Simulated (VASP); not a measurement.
# Ru (P6_3/mmc) in VASP: notebook, part 2 of 2

VASP 6.6.1.

## Step 4: Single point, LDA (strain +0.000 along x and y, +0.030 along z)

INCAR reads:

```
ALGO     = Fast           # electronic algorithm
EDIFF    = 1E-6           # SCF threshold, eV
ENCUT    = 520            # plane-wave cutoff, eV
ISIF     = 2              # what is computed and relaxed
ISMEAR   = 0              # smearing method
LASPH    = T              # aspherical terms in the spheres
LCHARG   = F              # write CHGCAR
LREAL    = F              # projectors in reciprocal space
LWAVE    = F              # write WAVECAR
NBANDS   = 21             # bands
NELM     = 60             # most SCF steps
PREC     = Accurate       # precision mode
SIGMA    = 0.15           # smearing width, eV
```

KPOINTS reads:

```
k-points
0
Gamma
  21 21 12
```

POSCAR reads:

```
Ru
1.0
    2.7057993342      0.0000000000      0.0000000000
   -1.3528996671      2.3432909610      0.0000000000
    0.0000000000      0.0000000000      4.4103570000
Ru
2
Direct
    0.3333333333      0.6666666667      0.2500000000
    0.6666666667      0.3333333333      0.7500000000
```

Potentials or basis: VASP PAW LDA potentials, release 64 (Ru_pv).

The run is started by

```sh
$ cat potpaw_LDA.64/Ru_pv/POTCAR > POTCAR
$ mpirun -np 1 vasp_std > vasp.out
```

OUTCAR:

```text
EDIFF = 1E-6
   ENCUT = 520
   ISIF = 2
   ISMEAR = 0
   LASPH = T
   LREAL = F
   NELM = 60
   PREC = Accurate

 ion  position               nearest neighbor table
   1  0.333  0.667  0.250-   2 2.70   2 2.70   2 2.70   2 2.70   2 2.70   2 2.70
   2  0.667  0.333  0.750-   1 2.70   1 2.70   1 2.70   1 2.70   1 2.70   1 2.70

  LATTYP: Found a hexagonal cell.
 ALAT       =     2.7057993342
 C/A-ratio  =     1.6299645522

  Lattice vectors:

 A1 = (   2.7057993342,   0.0000000000,   0.0000000000)
 A2 = (  -1.3528996671,   2.3432909610,   0.0000000000)
 A3 = (   0.0000000000,   0.0000000000,   4.4103570000)

Analysis of symmetry for initial positions (statically):
=====================================================================
 Subroutine PRICEL returns:
 Original cell was already a primitive cell.

 Routine SETGRP: Setting up the symmetry group for a
 hexagonal supercell.

 Subroutine GETGRP returns: Found 24 space group operations
 (whereof 12 operations were pure point group operations)
 out of a pool of 24 trial point group operations.

The static configuration has the point symmetry D_3d.
 The point group associated with its full space group is D_6h.

Analysis of symmetry for dynamics (positions and initial velocities):
=====================================================================
 Subroutine PRICEL returns:
 Original cell was already a primitive cell.

 Routine SETGRP: Setting up the symmetry group for a
 hexagonal supercell.

 Subroutine GETGRP returns: Found 24 space group operations
 (whereof 12 operations were pure point group operations)
 out of a pool of 24 trial point group operations.

The dynamic configuration has the point symmetry D_3d.
 The point group associated with its full space group is D_6h.

 Subroutine INISYM returns: Found 24 space group operations
 (whereof 12 operations are pure point group operations),
 and found     1 'primitive' translations

----------------------------------------------------------------------------------------

                                     Primitive cell

  volume of cell :      27.9638

  direct lattice vectors                    reciprocal lattice vectors
     2.705799334  0.000000000  0.000000000     0.369576556  0.213375124  0.000000000
    -1.352899667  2.343290961  0.000000000     0.000000000  0.426750249  0.000000000
     0.000000000  0.000000000  4.410357000     0.000000000  0.000000000  0.226739015

  length of vectors
     2.705799334  2.705799334  4.410357000     0.426750249  0.426750249  0.226739015

  position of ions in fractional coordinates (direct lattice)
     0.333333333  0.666666667  0.250000000
     0.666666667  0.333333333  0.750000000

  ion indices of the primitive-cell ions
   primitive index   ion index
                 1           1
                 2           2

----------------------------------------------------------------------------------------

 KPOINTS: k-points

Automatic generation of k-mesh.
 Grid dimensions read from file:
 generate k-points for:   21   21   12

 Generating k-lattice:

  Cartesian coordinates                     Fractional coordinates (reciprocal lattice)
     0.017598884  0.010160720  0.000000000     0.047619048  0.000000000  0.000000000
     0.000000000  0.020321440  0.000000000     0.000000000  0.047619048  0.000000000
     0.000000000  0.000000000  0.018894918     0.000000000  0.000000000  0.083333333

  Length of vectors
     0.020321440  0.020321440  0.018894918

  Shift w.r.t. Gamma in fractional coordinates (k-lattice)
     0.000000000  0.000000000  0.000000000

 Subroutine IBZKPT returns following result:
 ===========================================

 Found    336 irreducible k-points:

 Following reciprocal coordinates:
            Coordinates               Weight
  0.000000  0.000000  0.000000      1.000000
  0.047619  0.000000  0.000000      6.000000
  0.095238 -0.000000  0.000000      6.000000
  0.142857  0.000000  0.000000      6.000000
  0.190476 -0.000000  0.000000      6.000000
  0.238095 -0.000000  0.000000      6.000000
[... 16 lines left out ...]
  0.142857  0.095238  0.000000     12.000000
  0.190476  0.095238  0.000000     12.000000
 [... further k-points ...]
   k-points           NKPTS =    336   k-points in BZ     NKDIM =    336   number of bands    NBANDS=     21
   number of dos      NEDOS =    301   number of ions     NIONS =      2
   total plane-waves  NPLWV =  14400
   dimension x,y,z NGX =    20 NGY =   20 NGZ =   36
   dimension x,y,z NGXF=    40 NGYF=   40 NGZF=   72
   ions per type =               2
   NGX,Y,Z   is equivalent  to a cutoff of  12.29, 12.29, 13.57 a.u.
   NGXF,Y,Z  is equivalent  to a cutoff of  24.58, 24.58, 27.14 a.u.
 SYSTEM =  unknown system
   PREC   = accura    normal or accurate (medium, high low for compatibility)
   ISTART =      0    job   : 0-new  1-cont  2-samecut
   ICHARG =      2    charge: 1-file 2-atom 10-const
   ISPIN  =      1    spin polarized calculation?
   LNONCOLLINEAR =      F non collinear calculations
   LSORBIT =      F    spin-orbit coupling
   LASPH  =      T    aspherical Exc in radial PAW
   ENCUT  =  520.0 eV  38.22 Ry    6.18 a.u.   5.03  5.03  8.20*2*pi/ulx,y,z
   NELM   =     60;   NELMIN=  2; NELMDL= -5     # of ELM steps
   EDIFF  = 0.1E-05   stopping-criterion for ELM
   LREAL  =      F    real-space projection
   EDIFFG = 0.1E-04   stopping-criterion for IOM
   NSW    =      0    number of steps for IOM
   IBRION =     -1    ionic relax: 0-MD 1-quasi-New 2-CG
   NFREE  =      0    steps in history (QN), initial steepest desc. (CG)
   ISIF   =      2    stress and relaxation
   ISYM   =      2    0-nonsym 1-usesym 2-fastsym
   POTIM  = 0.5000    time-step for ionic-motion
   TEBEG  =    0.0;   TEEND  =   0.0 temperature during run
   PSTRESS=    0.0 pullay stress
   NELECT =      28.0000    total number of electrons
   NUPDOWN=      -1.0000    fix difference up-down
   EMIN   =  10.00;   EMAX   =-10.00  energy-range for DOS
   EFERMI =   0.00;   METHOD = LEGACY
   ISMEAR =     0;   SIGMA  =   0.15  broadening in eV -4-tet -1-fermi 0-gaus
   EFERMI_NEDOS =   21; number of points for ismear=-14 and -15
   IALGO  =     68    algorithm
   IMIX   =      4    mixing-type and parameters
     AMIX     =   0.40;   BMIX     =  1.00
     AMIX_MAG =   1.60;   BMIX_MAG =  1.00
  volume/ion in A,a.u.               =      13.98        94.35
  Fermi-wavevector in a.u.,A,eV,Ry     =   1.637806  3.095004 36.496361  2.682407
  Thomas-Fermi vector in A             =   2.728884
   LORBIT       =      0    0 simple, 1 ext, 2 COOP (PROOUT), +10 PAW based schemes
   GGA     = CA    functional components
   LHFCALC =     F    Hartree Fock is set to
   AEXX    =    0.0000 exact exchange contribution
   IVDW    =     0    specifies the selected vdW correction
   LEPSILON=     F    determine dielectric tensor
   LRPA    =     F    only Hartree local field effects (RPA)
 non-spin polarized calculation
 RMM-DIIS sequential band-by-band and
 Gauss-broadening in eV      SIGMA  =   0.15
  energy-cutoff  :      520.00
  volume of cell :       27.96
 maximum number of plane-waves:       772
 NGX is ok and might be reduce to    20
   NGX =  9   NGY =  9   NGZ = 17

 number of electron      28.0000006 magnetization

 Free energy of the ion-electron system (eV)
  ---------------------------------------------------
  ext. energy  EPLUGINS =         0.00000000
  ---------------------------------------------------
  free energy    TOTEN  =       -21.25763961 eV

  energy without entropy =      -21.23796979  energy(sigma->0) =      -21.24780470

 E-fermi :  12.1639     XC(G=0): -14.2029

 val. band max:       12.1559950646   @ k =   0.2857  -0.0000   0.2500
 cond. band min:      12.1662652906   @ k =   0.3810   0.0952   0.4167
 fundamental gap:      0.0102702260
 Fermi energy:        12.1639077002

 k-point     1 :       0.0000    0.0000    0.0000
  band No.  band energies     occupation
      1     -31.1509      2.00000
      2     -30.2930      2.00000
      3     -30.2930      2.00000
      4     -30.1632      2.00000
      5     -30.1585      2.00000
      6     -30.1585      2.00000
[... 13 lines left out ...]
     20      22.1663      0.00000
     21      22.1750      0.00000
[... 529 lines left out ...]
 k-point    24 :       0.1905    0.0952    0.0000
  band No.  band energies     occupation
      1     -30.9719      2.00000
      2     -30.6481      2.00000
      3     -30.5666      2.00000
      4     -30.3944      2.00000
      5     -30.2471      2.00000
      6     -30.2415      2.00000
[... 13 lines left out ...]
     20      22.1661      0.00000
     21      22.1710      0.00000

 [... further k-points ...]

------------------------ aborting loop because EDIFF is reached ----------------------------------------

  FORCE on cell =-STRESS in cart. coord.  units (eV):
  Direction    XX          YY          ZZ          XY          YZ          ZX
  --------------------------------------------------------------------------------------
  -------------------------------------------------------------------------------------
  Total       -2.6703783     -2.6703783     -5.1478589     -0.0000000      0.0000000      0.0000000
  in kB     -152.9987276   -152.9987276   -294.9454265     -0.0000000      0.0000000      0.0000000
  external PRESSURE =    -200.3142939 kB  Pullay stress =       0.0000000 kB

 VOLUME and BASIS-vectors are now :
 -----------------------------------------------------------------------------
  energy-cutoff  :      520.00
  volume of cell :       27.96
      direct lattice vectors                 reciprocal lattice vectors
     2.705799334  0.000000000  0.000000000     0.369576556  0.213375124  0.000000000
    -1.352899667  2.343290961  0.000000000     0.000000000  0.426750249  0.000000000
     0.000000000  0.000000000  4.410357000     0.000000000  0.000000000  0.226739015

 POSITION                                       TOTAL-FORCE (eV/Angst)
 -----------------------------------------------------------------------------------
     -0.00000      1.56219      1.10259         0.000000     -0.000000      0.000000
      1.35290      0.78110      3.30777        -0.000000      0.000000      0.000000
 -----------------------------------------------------------------------------------
    total drift:                               -0.000000      0.000000     -0.000000

  FREE ENERGIE OF THE ION-ELECTRON SYSTEM (eV)
  ---------------------------------------------------
  free  energy   TOTEN  =       -21.2576396130 eV

  energy  without entropy=      -21.2379697914  energy(sigma->0) =      -21.24780470
```

Run time: 4 min. Hardware: 1 thread of Intel Xeon 8259CL, shared host; peak memory 0.25 GiB.

Results:

```
Free energy            : -21.2576 eV
Pressure               : -20.0 GPa
Band gap on the k mesh : zero (bands 14 and 15 overlap by 2.97 eV)
```

Stress tensor (GPa, compression positive):
```
-15.30   0.00   0.00
  0.00 -15.30   0.00
  0.00   0.00 -29.49
```

Levels at points of the mesh, in eV from the Fermi level:
```csv
k point,band 11,band 12,band 13,band 14,band 15,band 16,band 17,band 18
"(0.00, 0.00, 0.00)",-2.48,-1.89,-1.89,-1.13,-1.13,0.93,1.14,1.14
"(0.00, 0.00, 0.50)",-2.57,-2.57,-2.57,-2.57,0.50,0.50,0.50,0.50
```

Caveat: the cell differs from its parent crystal (strain +0.000 along x and y, +0.030 along z); the stress differs along the axes, from -29 to -15 GPa.

## Step 5: Single point, LDA (strain +0.030 along x and y, -0.030 along z)

INCAR reads:

```
SYSTEM = Ru
  PREC = Accurate
  ENCUT = 520
  EDIFF = 1E-6
  ISMEAR = 0
  SIGMA = 0.15
  LREAL = .False.
  LASPH = .True.
  NELM = 80
  ALGO = Fast
  ISIF = 2
  LWAVE = .False.
  LCHARG = .False.
  NBANDS = 21
```

KPOINTS reads:

```
Automatic mesh
0
Gamma
  21 21 12
  0 0 0
```

POSCAR reads:

```
Ru
1.0
    2.7869733142      0.0000000000      0.0000000000
   -1.3934866571      2.4135896898      0.0000000000
    0.0000000000      0.0000000000      4.1534430000
Ru
2
Direct
    0.3333333333      0.6666666667      0.2500000000
    0.6666666667      0.3333333333      0.7500000000
```

The run is started by

```sh
$ cat potpaw_LDA.64/Ru_pv/POTCAR > POTCAR
$ mpirun -np 1 vasp_std > vasp.out
```

Wall time 3.4 min (1 thread of Intel Xeon 8259CL, shared host); peak memory 0.26 GiB.

The run converged. Its results:

* Free energy: -21.2227 eV
* Pressure: -17.8 GPa
* Band gap on the k mesh: zero (bands 14 and 15 overlap by 3.04 eV)

Stress tensor (GPa, compression positive):
```
-24.87   0.00   0.00
  0.00 -24.87   0.00
  0.00   0.00  -3.78
```

Levels at points of the mesh, in eV from the Fermi level:
| k point | band 12 | band 13 | band 14 | band 15 | band 16 | band 17 |
| --- | --- | --- | --- | --- | --- | --- |
| (0.00, 0.00, 0.00) | -1.80 | -1.80 | -1.80 | -1.80 | 1.13 | 1.13 |
| (0.00, 0.00, 0.50) | -2.91 | -2.34 | -2.34 | 0.58 | 0.58 | 0.58 |

Caveat: the cell differs from its parent crystal (strain +0.030 along x and y, -0.030 along z); the stress differs along the axes, from -25 to -4 GPa.

## Step 6: Summary

| cell | further INCAR settings | gap on the mesh (eV) | pressure (GPa) |
| --- | --- | --- | --- |
| a = 2.625, b = 2.625, c = 4.410 Å, angles 90.0, 90.0, 120.0°, 2 atoms | ALGO = Fast; EDIFF = 1e-06; NBANDS = 21 | none | -0.1 |
| a = 2.706, b = 2.706, c = 4.153 Å, angles 90.0, 90.0, 120.0°, 2 atoms | ALGO = Fast; EDIFF = 1e-07; NBANDS = 21 | none | -0.4 |
| a = 2.706, b = 2.706, c = 4.410 Å, angles 90.0, 90.0, 120.0°, 2 atoms | ALGO = Fast; EDIFF = 1e-06; NBANDS = 21 | none | -20.0 |
| a = 2.787, b = 2.787, c = 4.153 Å, angles 90.0, 90.0, 120.0°, 2 atoms | ALGO = Fast; EDIFF = 1e-06; NBANDS = 21 | none | -17.8 |

Alike in all rows: task single point; level LDA; potentials or basis VASP PAW LDA potentials, release 64 (Ru_pv); no spin polarisation; k mesh 21 × 21 × 12; cutoff (eV) 520; smearing gaussian 0.15 eV.

Caveats: the stress differs along the axes, from -21 to 10 GPa (at least some runs); the stress differs along the axes, from -5 to 9 GPa (at least some runs); the stress differs along the axes, from -29 to -15 GPa (at least some runs); the stress differs along the axes, from -25 to -4 GPa (at least some runs).

Total energies depend on the potentials used, so only differences within one code and one set of settings carry meaning.
